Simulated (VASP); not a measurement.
# PPt (P6_3mc) in VASP: further runs

The runs below take PPt through single point, with PBEsol.

All numbers are computed with VASP 6.6.1; they aren't measurements. Logs are shortened: lines on timing, memory, paths and dates and some standing lists are left out, and cuts for length are marked.

## Step 1: The cell of the first run

The structure is hexagonal, space group P6_3mc (No. 186). The conventional cell has a = 3.743 Å, b = 3.743 Å, c = 6.354 Å, α = 90.00°, β = 90.00°, γ = 120.00°. P (site symmetry 3m) has 4 Pt at 2.32 to 2.34 Å within 3.1 Å. Pt (site symmetry 3m) has 4 P at 2.32 to 2.34 Å within 3.1 Å.

## Step 2: Single point, PBEsol

INCAR

```
SYSTEM = PPt
PREC     = Accurate       ! precision mode
ENCUT    = 520            ! plane-wave cutoff, eV
EDIFF    = 1E-6           ! SCF threshold, eV
ISMEAR   = 0              ! smearing method
SIGMA    = 0.1            ! smearing width, eV
LREAL    = .FALSE.        ! projectors in reciprocal space
LASPH    = .TRUE.         ! aspherical terms in the spheres
NELM     = 80             ! most SCF steps
ALGO     = Normal         ! electronic algorithm
ISIF     = 2              ! what is computed and relaxed
LWAVE    = .FALSE.        ! write WAVECAR
LCHARG   = .FALSE.        ! write CHGCAR
GGA      = PS             ! functional
NBANDS   = 23             ! bands
```

KPOINTS

```
Automatic mesh
0
G
  8 8 4
  0 0 0
```

POSCAR

```
PPt
1.0
    3.7430280000      0.0000000000      0.0000000000
   -1.8715140000      3.2415573351      0.0000000000
    0.0000000000      0.0000000000      6.3537430000
P Pt
2 2
Direct
    0.6666670000      0.3333330000      0.5031030000
    0.3333330000      0.6666670000      0.0031030000
    0.6666670000      0.3333330000      0.8718990000
    0.3333330000      0.6666670000      0.3718990000
```

Potentials or basis: VASP PAW PBE potentials, release 64 (P, Pt).

Launch:

```
$ cat potpaw_PBE.64/P/POTCAR potpaw_PBE.64/Pt/POTCAR > POTCAR
$ mpirun -np 1 vasp_std > vasp.out
```

OUTCAR:

```text
SYSTEM = PPt
   PREC = Accurate
   ENCUT = 520
   EDIFF = 1E-6
   ISMEAR = 0
   LREAL = .FALSE.
   LASPH = .TRUE.
   NELM = 80
   ISIF = 2
   GGA = PS

 ion  position               nearest neighbor table
   1  0.667  0.333  0.503-   4 2.32   4 2.32   4 2.32   3 2.34
   2  0.333  0.667  0.003-   3 2.32   3 2.32   3 2.32   4 2.34
   3  0.667  0.333  0.872-   2 2.32   2 2.32   2 2.32   1 2.34
   4  0.333  0.667  0.372-   1 2.32   1 2.32   1 2.32   2 2.34

  LATTYP: Found a hexagonal cell.
 ALAT       =     3.7430280000
 C/A-ratio  =     1.6974874353

  Lattice vectors:

 A1 = (   3.7430280000,   0.0000000000,   0.0000000000)
 A2 = (  -1.8715140000,   3.2415573351,   0.0000000000)
 A3 = (   0.0000000000,   0.0000000000,   6.3537430000)

Analysis of symmetry for initial positions (statically):
=====================================================================
 Subroutine PRICEL returns:
 Original cell was already a primitive cell.

 Routine SETGRP: Setting up the symmetry group for a
 hexagonal supercell.

 Subroutine GETGRP returns: Found 12 space group operations
 (whereof  6 operations were pure point group operations)
 out of a pool of 24 trial point group operations.

The static configuration has the point symmetry C_3v.
 The point group associated with its full space group is C_6v.

Analysis of symmetry for dynamics (positions and initial velocities):
=====================================================================
 Subroutine PRICEL returns:
 Original cell was already a primitive cell.

 Routine SETGRP: Setting up the symmetry group for a
 hexagonal supercell.

 Subroutine GETGRP returns: Found 12 space group operations
 (whereof  6 operations were pure point group operations)
 out of a pool of 24 trial point group operations.

The dynamic configuration has the point symmetry C_3v.
 The point group associated with its full space group is C_6v.

 Subroutine INISYM returns: Found 12 space group operations
 (whereof  6 operations are pure point group operations),
 and found     1 'primitive' translations

----------------------------------------------------------------------------------------

                                     Primitive cell

  volume of cell :      77.0915

  direct lattice vectors                    reciprocal lattice vectors
[... 83 lines left out ...]
   ISTART =      0    job   : 0-new  1-cont  2-samecut
   ICHARG =      2    charge: 1-file 2-atom 10-const
   ISPIN  =      1    spin polarized calculation?
   LNONCOLLINEAR =      F non collinear calculations
   LSORBIT =      F    spin-orbit coupling
   LASPH  =      T    aspherical Exc in radial PAW
   ENCUT  =  520.0 eV  38.22 Ry    6.18 a.u.   6.96  6.96 11.81*2*pi/ulx,y,z
   NELM   =     80;   NELMIN=  2; NELMDL= -5     # of ELM steps
   EDIFF  = 0.1E-05   stopping-criterion for ELM
   LREAL  =      F    real-space projection
   EDIFFG = 0.1E-04   stopping-criterion for IOM
   NSW    =      0    number of steps for IOM
   IBRION =     -1    ionic relax: 0-MD 1-quasi-New 2-CG
   NFREE  =      0    steps in history (QN), initial steepest desc. (CG)
   ISIF   =      2    stress and relaxation
   ISYM   =      2    0-nonsym 1-usesym 2-fastsym
   POTIM  = 0.5000    time-step for ionic-motion
   TEBEG  =    0.0;   TEEND  =   0.0 temperature during run
   PSTRESS=    0.0 pullay stress
   NELECT =      30.0000    total number of electrons
   NUPDOWN=      -1.0000    fix difference up-down
   EMIN   =  10.00;   EMAX   =-10.00  energy-range for DOS
   EFERMI =   0.00;   METHOD = LEGACY
   ISMEAR =     0;   SIGMA  =   0.10  broadening in eV -4-tet -1-fermi 0-gaus
   EFERMI_NEDOS =   21; number of points for ismear=-14 and -15
   IALGO  =     38    algorithm
   IMIX   =      4    mixing-type and parameters
     AMIX     =   0.40;   BMIX     =  1.00
     AMIX_MAG =   1.60;   BMIX_MAG =  1.00
  volume/ion in A,a.u.               =      19.27       130.06
  Fermi-wavevector in a.u.,A,eV,Ry     =   1.195216  2.258631 19.436488  1.428542
  Thomas-Fermi vector in A             =   2.331187
   LORBIT       =      0    0 simple, 1 ext, 2 COOP (PROOUT), +10 PAW based schemes
   GGA     = PS    functional components
   LHFCALC =     F    Hartree Fock is set to
   AEXX    =    0.0000 exact exchange contribution
   IVDW    =     0    specifies the selected vdW correction
   LEPSILON=     F    determine dielectric tensor
   LRPA    =     F    only Hartree local field effects (RPA)
 non-spin polarized calculation
 Gauss-broadening in eV      SIGMA  =   0.10
  energy-cutoff  :      520.00
  volume of cell :       77.09
 maximum number of plane-waves:      2094
 NGX is ok and might be reduce to    28
   NGX = 13   NGY = 13   NGZ = 23

 number of electron      30.0000001 magnetization

 Free energy of the ion-electron system (eV)
  ---------------------------------------------------
  ext. energy  EPLUGINS =         0.00000000
  ---------------------------------------------------
  free energy    TOTEN  =       -26.65483409 eV

  energy without entropy =      -26.64636360  energy(sigma->0) =      -26.65059885

 E-fermi :   6.9532     XC(G=0): -10.8844

 val. band max:        6.9432965363   @ k =   0.3750   0.2500   0.2500
 cond. band min:       7.0797819931   @ k =   0.2500   0.1250   0.5000
 fundamental gap:      0.1364854568
 Fermi energy:         6.9532376889

 k-point     1 :       0.0000    0.0000    0.0000
  band No.  band energies     occupation
      1      -6.0039      2.00000
      2      -4.6792      2.00000
      3       0.8701      2.00000
      4       0.9430      2.00000
      5       1.0828      2.00000
      6       1.0828      2.00000
[... 613 lines left out ...]
     22      13.9879      0.00000
     23      16.2194      0.00000

 [... further k-points ...]
[... 5 lines left out ...]
  --------------------------------------------------------------------------------------
  -------------------------------------------------------------------------------------
  Total       -2.3349210     -2.3349210     -2.1173688      0.0000000      0.0000000     -0.0000000
  in kB      -48.5262074    -48.5262074    -44.0048629      0.0000000      0.0000000     -0.0000000
  external PRESSURE =     -47.0190925 kB  Pullay stress =       0.0000000 kB

 VOLUME and BASIS-vectors are now :
 -----------------------------------------------------------------------------
  energy-cutoff  :      520.00
  volume of cell :       77.09
      direct lattice vectors                 reciprocal lattice vectors
     3.743028000  0.000000000  0.000000000     0.267163377  0.154246848  0.000000000
    -1.871514000  3.241557335  0.000000000     0.000000000  0.308493695  0.000000000
     0.000000000  0.000000000  6.353743000     0.000000000  0.000000000  0.157387543

 POSITION                                       TOTAL-FORCE (eV/Angst)
 -----------------------------------------------------------------------------------
      1.87152      1.08052      3.19659        -0.000000      0.000000      0.118795
     -0.00000      2.16104      0.01972         0.000000     -0.000000      0.118795
      1.87152      1.08052      5.53982        -0.000000      0.000000     -0.118795
     -0.00000      2.16104      2.36295         0.000000     -0.000000     -0.118795
 -----------------------------------------------------------------------------------
    total drift:                               -0.000861      0.000497      0.000268

  FREE ENERGIE OF THE ION-ELECTRON SYSTEM (eV)
  ---------------------------------------------------
  free  energy   TOTEN  =       -26.6548340949 eV

  energy  without entropy=      -26.6463635957  energy(sigma->0) =      -26.65059885
```

Wall time 39 s (1 thread of Intel Xeon Platinum 8259CL at 2.50GHz (Skylake/Cascade Lake), shared host); peak memory 0.21 GiB.

What came out:

| Quantity | Value |
| --- | --- |
| Free energy | -26.6548 eV |
| Pressure | -4.7 GPa |
| Largest force | 0.119 eV/Å |
| Band gap on the k mesh | zero (band 15 reaches 9.69 eV, above the bottom of band 16 at 5.91 eV) |

Forces in eV/Å, atoms in the order of the input:
```
P    0.000  0.000  0.119
P    0.000  0.000  0.119
Pt   0.000  0.000 -0.119
Pt   0.000  0.000 -0.119
```

Stress tensor (GPa, compression positive):
```
-4.85  0.00  0.00
 0.00 -4.85  0.00
 0.00  0.00 -4.40
```

Caveat: the PAW data sets were made with another functional, which shifts forces and pressure a little; spin-orbit coupling is left out, which moves the levels of the heavy elements.

[end of part 1 of 2]
